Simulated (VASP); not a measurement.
# Sr (Im-3m) in VASP: further runs

Sr is run at these levels: r2SCAN+D4; tasks: single point, relaxation of cell and atoms.

Program: VASP 6.6.1. These are calculated values, not measurements. Logs are shortened: lines on timing, memory, paths and dates and some standing lists are left out, and cuts for length are marked.

## (1) The cell of the first run

It takes space group Im-3m (No. 229, cubic). The conventional cell has a = 4.809 Å, b = 4.809 Å, c = 4.809 Å, α = 90.00°, β = 90.00°, γ = 90.00°. Within 5.5 Å of Sr (site symmetry m-3m) lie 14 Sr at 4.16 to 4.81 Å.

This isn't the form of Sr at room conditions, which is fcc.

## (2) Single point, r2SCAN+D4

Input file POSCAR:

```
Sr
1.0
   -2.4046636082      2.4046636082      2.4046636082
    2.4046636082     -2.4046636082      2.4046636082
    2.4046636082      2.4046636082     -2.4046636082
Sr
1
Direct
    0.0000000000      0.0000000000      0.0000000000
```

Input file INCAR.step1:

```
SYSTEM = Sr
PREC = Accurate ; ENCUT = 550
ISMEAR = -1 ; SIGMA = 0.05
LREAL = .FALSE. ; LASPH = .TRUE.
NELM = 120 ; NBANDS = 11
GGA = PE ; ALGO = Normal
EDIFF = 1E-5 ; LWAVE = .TRUE.
LCHARG = .FALSE. ; GGA_COMPAT = .FALSE.
```

Input file INCAR.step2:

```
SYSTEM = Sr
PREC = Accurate ; ENCUT = 550
EDIFF = 1E-6 ; ISMEAR = -1
SIGMA = 0.05 ; LREAL = .FALSE.
LASPH = .TRUE. ; NELM = 120
ALGO = Normal ; ISIF = 2
LWAVE = .FALSE. ; LCHARG = .FALSE.
METAGGA = R2SCAN ; LMIXTAU = .TRUE.
IVDW = 13 ; VDW_S6 = 1.0
VDW_S8 = 0.6018749 ; VDW_A1 = 0.51559235
VDW_A2 = 5.77342911 ; NBANDS = 11
ISTART = 1 ; GGA_COMPAT = .FALSE.
```

Input file KPOINTS:

```
regular mesh
0
G
  5 5 5
  0 0 0
```

Potentials or basis: VASP PAW PBE potentials, release 64 (Sr_sv).

The run is started by

```bash
$ cat potpaw_PBE.64/Sr_sv/POTCAR > POTCAR
$ cp INCAR.step1 INCAR
$ mpirun -np 1 vasp_std > vasp.out
$ cp INCAR.step2 INCAR
$ mpirun -np 1 vasp_std > vasp.out
```

OUTCAR:

```text
SYSTEM = Sr
   PREC = Accurate
   ENCUT = 550
   EDIFF = 1E-6
   ISMEAR = -1
   LREAL = .FALSE.
   LASPH = .TRUE.
   NELM = 120
   ISIF = 2
   METAGGA = R2SCAN
   IVDW = 13
   ISTART = 1

 ion  position               nearest neighbor table
   1  0.000  0.000  0.000-

  LATTYP: Found a body centered cubic cell.
 ALAT       =     4.8093272164

  Lattice vectors:

 A1 = (  -2.4046636082,   2.4046636082,   2.4046636082)
 A2 = (   2.4046636082,  -2.4046636082,   2.4046636082)
 A3 = (   2.4046636082,   2.4046636082,  -2.4046636082)

Analysis of symmetry for initial positions (statically):
=====================================================================
 Subroutine PRICEL returns:
 Original cell was already a primitive cell.

 Routine SETGRP: Setting up the symmetry group for a
 body centered cubic supercell.

 Subroutine GETGRP returns: Found 48 space group operations
 (whereof 48 operations were pure point group operations)
 out of a pool of 48 trial point group operations.

The static configuration has the point symmetry O_h .

Analysis of symmetry for dynamics (positions and initial velocities):
=====================================================================
 Subroutine PRICEL returns:
 Original cell was already a primitive cell.

 Routine SETGRP: Setting up the symmetry group for a
 body centered cubic supercell.

 Subroutine GETGRP returns: Found 48 space group operations
 (whereof 48 operations were pure point group operations)
 out of a pool of 48 trial point group operations.

The dynamic configuration has the point symmetry O_h .

 Subroutine INISYM returns: Found 48 space group operations
 (whereof 48 operations are pure point group operations),
 and found     1 'primitive' translations

----------------------------------------------------------------------------------------

                                     Primitive cell

  volume of cell :      55.6190

  direct lattice vectors                    reciprocal lattice vectors
    -2.404663608  2.404663608  2.404663608     0.000000000  0.207929291  0.207929291
     2.404663608 -2.404663608  2.404663608     0.207929291  0.000000000  0.207929291
     2.404663608  2.404663608 -2.404663608     0.207929291  0.207929291  0.000000000

  length of vectors
     4.164999545  4.164999545  4.164999545     0.294056424  0.294056424  0.294056424

  position of ions in fractional coordinates (direct lattice)
     0.000000000  0.000000000  0.000000000

  ion indices of the primitive-cell ions
   primitive index   ion index
                 1           1

----------------------------------------------------------------------------------------

 KPOINTS: regular mesh

Automatic generation of k-mesh.
 Grid dimensions read from file:
 generate k-points for:    5    5    5

 Generating k-lattice:

  Cartesian coordinates                     Fractional coordinates (reciprocal lattice)
     0.000000000  0.041585858  0.041585858     0.200000000  0.000000000  0.000000000
     0.041585858  0.000000000  0.041585858     0.000000000  0.200000000  0.000000000
     0.041585858  0.041585858  0.000000000     0.000000000  0.000000000  0.200000000

  Length of vectors
     0.058811285  0.058811285  0.058811285

  Shift w.r.t. Gamma in fractional coordinates (k-lattice)
     0.000000000  0.000000000  0.000000000

 Subroutine IBZKPT returns following result:
 ===========================================

 Found     10 irreducible k-points:

 Following reciprocal coordinates:
            Coordinates               Weight
  0.000000  0.000000  0.000000      1.000000
  0.200000  0.000000  0.000000     12.000000
  0.400000  0.000000  0.000000     12.000000
  0.200000  0.200000  0.000000     24.000000
  0.400000  0.200000 -0.000000     24.000000
  0.200000  0.200000  0.200000      8.000000
 -0.200000  0.200000  0.200000      6.000000
 -0.400000  0.400000  0.200000     24.000000
 -0.400000 -0.400000  0.200000      8.000000
 -0.400000  0.400000  0.400000      6.000000
   k-points           NKPTS =     10   k-points in BZ     NKDIM =     10   number of bands    NBANDS=     11
   number of dos      NEDOS =    301   number of ions     NIONS =      1
   total plane-waves  NPLWV =  32768
   dimension x,y,z NGX =    32 NGY =   32 NGZ =   32
   dimension x,y,z NGXF=    64 NGYF=   64 NGZF=   64
   ions per type =               1
   NGX,Y,Z   is equivalent  to a cutoff of  12.77, 12.77, 12.77 a.u.
   NGXF,Y,Z  is equivalent  to a cutoff of  25.55, 25.55, 25.55 a.u.
 SYSTEM =  Sr
   PREC   = accura    normal or accurate (medium, high low for compatibility)
   ISTART =      1    job   : 0-new  1-cont  2-samecut
   ICHARG =      0    charge: 1-file 2-atom 10-const
   ISPIN  =      1    spin polarized calculation?
   LNONCOLLINEAR =      F non collinear calculations
   LSORBIT =      F    spin-orbit coupling
   LASPH  =      T    aspherical Exc in radial PAW
   ENCUT  =  550.0 eV  40.42 Ry    6.36 a.u.   7.96  7.96  7.96*2*pi/ulx,y,z
   NELM   =    120;   NELMIN=  2; NELMDL=  0     # of ELM steps
   EDIFF  = 0.1E-05   stopping-criterion for ELM
   LREAL  =      F    real-space projection
   EDIFFG = 0.1E-04   stopping-criterion for IOM
   NSW    =      0    number of steps for IOM
   IBRION =     -1    ionic relax: 0-MD 1-quasi-New 2-CG
   NFREE  =      0    steps in history (QN), initial steepest desc. (CG)
   ISIF   =      2    stress and relaxation
   ISYM   =      2    0-nonsym 1-usesym 2-fastsym
   POTIM  = 0.5000    time-step for ionic-motion
   TEBEG  =    0.0;   TEEND  =   0.0 temperature during run
   PSTRESS=    0.0 pullay stress
   NELECT =      10.0000    total number of electrons
   NUPDOWN=      -1.0000    fix difference up-down
   EMIN   =  10.00;   EMAX   =-10.00  energy-range for DOS
   EFERMI =   0.00;   METHOD = LEGACY
   ISMEAR =    -1;   SIGMA  =   0.05  broadening in eV -4-tet -1-fermi 0-gaus
   EFERMI_NEDOS =   21; number of points for ismear=-14 and -15
   IALGO  =     38    algorithm
   IMIX   =      4    mixing-type and parameters
     AMIX     =   0.40;   BMIX     =  1.00
     AMIX_MAG =   1.60;   BMIX_MAG =  1.00
  volume/ion in A,a.u.               =      55.62       375.34
  Fermi-wavevector in a.u.,A,eV,Ry     =   0.923990  1.746088 11.616071  0.853757
  Thomas-Fermi vector in A             =   2.049687
   LORBIT       =      0    0 simple, 1 ext, 2 COOP (PROOUT), +10 PAW based schemes
   METAGGA = R2SCAN    functional components
   LHFCALC =     F    Hartree Fock is set to
   AEXX    =    0.0000 exact exchange contribution
   IVDW    =    13    specifies the selected vdW correction
   LEPSILON=     F    determine dielectric tensor
   LRPA    =     F    only Hartree local field effects (RPA)
 non-spin polarized calculation
  energy-cutoff  :      550.00
  volume of cell :       55.62
 maximum number of plane-waves:      1641
   NGX = 15   NGY = 15   NGZ = 15

 number of electron      10.0000000 magnetization

 Free energy of the ion-electron system (eV)
  ---------------------------------------------------
  ext. energy  EPLUGINS =         0.00000000
  ---------------------------------------------------
  free energy    TOTEN  =       -15.09062998 eV

  energy without entropy =      -15.07366711  energy(sigma->0) =      -15.08214854

 E-fermi :   1.6136     XC(G=0):  -7.7535

 val. band max:        1.3395126663   @ k =  -0.4000   0.4000   0.4000
 cond. band min:       1.6824006756   @ k =  -0.4000  -0.4000   0.2000
 fundamental gap:      0.3428880093
 Fermi energy:         1.6136210764

 k-point     1 :       0.0000    0.0000    0.0000
  band No.  band energies     occupation
      1     -36.4610      2.00000
      2     -17.7214      2.00000
      3     -17.7213      2.00000
      4     -17.7213      2.00000
      5      -2.2444      2.00000
      6       4.3032      0.00000
      7       4.3032      0.00000
      8       4.3032      0.00000
      9       5.6605      0.00000
     10       5.6605      0.00000
     11      10.1023      0.00000

 k-point     2 :       0.2000    0.0000    0.0000
  band No.  band energies     occupation
      1     -36.4556      2.00000
      2     -17.7913      2.00000
      3     -17.7439      2.00000
      4     -17.7215      2.00000
      5      -1.5595      2.00000
      6       3.6003      0.00000
      7       3.7672      0.00000
      8       4.9695      0.00000
      9       5.3460      0.00000
     10       5.6613      0.00000
     11      10.2582      0.00000

 k-point     3 :       0.4000    0.0000    0.0000
  band No.  band energies     occupation
      1     -36.4468      2.00000
      2     -17.9011      2.00000
      3     -17.7801      2.00000
      4     -17.7217      2.00000
      5       0.0791      2.00000
      6       2.1264      0.00007
      7       3.1291      0.00000
      8       5.5594      0.00000
      9       6.0224      0.00000
     10       6.7433      0.00000
     11       8.3951      0.00000

 k-point     4 :       0.2000    0.2000    0.0000
  band No.  band energies     occupation
      1     -36.4485      2.00000
      2     -17.8644      2.00000
      3     -17.7748      2.00000
      4     -17.7366      2.00000
      5      -0.3530      2.00000
      6       2.6650      0.00000
      7       3.0957      0.00000
      8       5.2696      0.00000
      9       6.0252      0.00000
     10       6.1826      0.00000
     11       8.6367      0.00000
[... 43 lines left out ...]
 k-point     8 :      -0.4000    0.4000    0.2000
  band No.  band energies     occupation
      1     -36.4426      2.00000
      2     -17.8838      2.00000
      3     -17.8059      2.00000
      4     -17.7718      2.00000
      5       0.5991      2.00000
      6       2.1257      0.00007
      7       3.6647      0.00000
      8       4.2112      0.00000
      9       5.8015      0.00000
     10       6.5665      0.00000
     11       8.4473      0.00000

 k-point     9 :      -0.4000   -0.4000    0.2000
  band No.  band energies     occupation
      1     -36.4390      2.00000
      2     -17.8655      2.00000
      3     -17.8655      2.00000
      4     -17.7830      2.00000
      5       1.6824      0.40344
      6       1.6824      0.40338
      7       2.8310      0.00000
      8       5.3364      0.00000
      9       5.3364      0.00000
     10       7.0736      0.00000
     11       7.9917      0.00000

 k-point    10 :      -0.4000    0.4000    0.4000
  band No.  band energies     occupation
      1     -36.4358      2.00000
      2     -17.8595      2.00000
      3     -17.8472      2.00000
      4     -17.8472      2.00000
      5       1.3395      1.99171
      6       1.7388      0.15132
      7       4.7619      0.00000
      8       4.7619      0.00000
      9       4.9029      0.00000
     10       6.6391      0.00000
     11       8.0888      0.00000

------------------------ aborting loop because EDIFF is reached ----------------------------------------

  DFT-D4 for vdW energy calculation

  Edisp (eV):   -0.04187

  FORCE on cell =-STRESS in cart. coord.  units (eV):
  Direction    XX          YY          ZZ          XY          YZ          ZX
  --------------------------------------------------------------------------------------
  -------------------------------------------------------------------------------------
  Total       0.00225     0.00225     0.00225    -0.00000    -0.00000    -0.00000
  in kB       0.06468     0.06468     0.06468    -0.00000    -0.00000    -0.00000
  external pressure =        0.06 kB  Pullay stress =        0.00 kB

 VOLUME and BASIS-vectors are now :
 -----------------------------------------------------------------------------
  energy-cutoff  :      550.00
  volume of cell :       55.62
      direct lattice vectors                 reciprocal lattice vectors
    -2.404663608  2.404663608  2.404663608     0.000000000  0.207929291  0.207929291
     2.404663608 -2.404663608  2.404663608     0.207929291  0.000000000  0.207929291
     2.404663608  2.404663608 -2.404663608     0.207929291  0.207929291  0.000000000

 POSITION                                       TOTAL-FORCE (eV/Angst)
 -----------------------------------------------------------------------------------
      0.00000      0.00000      0.00000        -0.000000      0.000000      0.000000
 -----------------------------------------------------------------------------------
    total drift:                               -0.000000      0.000000     -0.000000

  FREE ENERGIE OF THE ION-ELECTRON SYSTEM (eV)
  ---------------------------------------------------
  free  energy   TOTEN  =       -15.1324969209 eV

  energy  without entropy=      -15.1155340514  energy(sigma->0) =      -15.12401549
```

It took 28 s on 1 thread of Intel Xeon 8259CL, shared host; peak memory 0.18 GiB.

Results:

```
Free energy                : -15.1325 eV
Pressure                   : 0.0 GPa
Band gap on the k mesh     : zero (filled and empty bands touch)
Dispersion energy per atom : -0.042 eV
```

Caveat: the k points lie up to 0.37 Å⁻¹ apart; the PAW data sets were made with another functional, which shifts forces and pressure a little.

## (3) Relaxation of cell and atoms, r2SCAN+D4

This run uses another cell than the first one, of 56.34 Å³/atom.

Input file POSCAR:

```
Sr
1.0
   -2.4150000000      2.4150000000      2.4150000000
    2.4150000000     -2.4150000000      2.4150000000
    2.4150000000      2.4150000000     -2.4150000000
Sr
1
Direct
    0.0000000000      0.0000000000      0.0000000000
```

Input file INCAR.step1:

```
  PREC = Accurate
  ENCUT = 550
  ISMEAR = -1
  SIGMA = 0.05
  LREAL = F
  LASPH = T
  NELM = 120
  GGA = PE
  ALGO = Normal
  EDIFF = 1E-5
  LWAVE = T
  LCHARG = F
  GGA_COMPAT = F
  IBRION = 2
  ISIF = 3
  EDIFFG = -0.005
  NELMIN = 4
  NSW = 100
```

Input file INCAR.step2:

```
  PREC = Accurate
  ENCUT = 550
  EDIFF = 1E-7
  ISMEAR = -1
  SIGMA = 0.05
  LREAL = F
  LASPH = T
  NELM = 120
  ALGO = Normal
  ISIF = 3
  LWAVE = F
  LCHARG = F
  METAGGA = R2SCAN
  LMIXTAU = T
  IVDW = 13
  VDW_S6 = 1.0
  VDW_S8 = 0.6018749
  VDW_A1 = 0.51559235
  VDW_A2 = 5.77342911
  IBRION = 2
  NSW = 80
  EDIFFG = -0.03
  ISTART = 1
  GGA_COMPAT = F
  NELMIN = 4
```

Input file KPOINTS:

```
regular mesh
0
Gamma
  5 5 5
```

Potentials or basis: VASP PAW PBE potentials, release 64 (Sr_sv).

The run is started by

```bash
$ cat potpaw_PBE.64/Sr_sv/POTCAR > POTCAR
$ cp INCAR.step1 INCAR
$ mpirun -np 1 vasp_std > vasp.out
$ cp INCAR.step2 INCAR
$ mpirun -np 1 vasp_std > vasp.out
```

It took 92 s on 1 thread of Intel Xeon 8259CL, shared host; peak memory 0.19 GiB.

The run converged. Its results:

```
Free energy                           : -15.1325 eV
Relaxed volume                        : 55.99 Å³/atom
Relaxed cell                          : a = 4.174 Å, b = 4.174 Å, c = 4.174 Å, α = 109.47°, β = 109.47°, γ = 109.47°
Space group after relaxing (to 0.1 Å) : Im-3m (No. 229)
Energy gained by relaxing             : 0.2 meV/atom
Ionic steps                           : 2
Pressure after relaxing               : -0.1 GPa
Band gap on the k mesh                : zero (filled and empty bands overlap)
Dispersion energy per atom            : -0.042 eV
```

Step by step:
```tsv
step	energy change (eV)	largest force (eV/Å)	pressure (GPa)	volume (Å³)
1	0.0000	0.0000	-0.12	56.34
2	-0.0002	0.0000	-0.06	55.99
```

Final structure:
```yaml
crystal:
  lattice:
    - [-2.40995, 2.40995, 2.40995]
    - [2.40995, -2.40995, 2.40995]
    - [2.40995, 2.40995, -2.40995]
  atoms:
    - { symbol: Sr, position: [0.00000, 0.00000, 0.00000] }
```

Levels at points of the mesh, in eV from the Fermi level:
```csv
k point,band 1,band 2,band 3,band 4,band 5,band 6,band 7,band 8,band 9
"(0.00, 0.00, 0.00)",-38.09,-19.35,-19.35,-19.35,-3.85,2.68,2.68,2.68,4.03
```

Caveat: the k points lie up to 0.37 Å⁻¹ apart in the final cell; the PAW data sets were made with another functional, which shifts forces and pressure a little.

The gap in the log of VASP goes by the Fermi energy; the results here count the filled bands.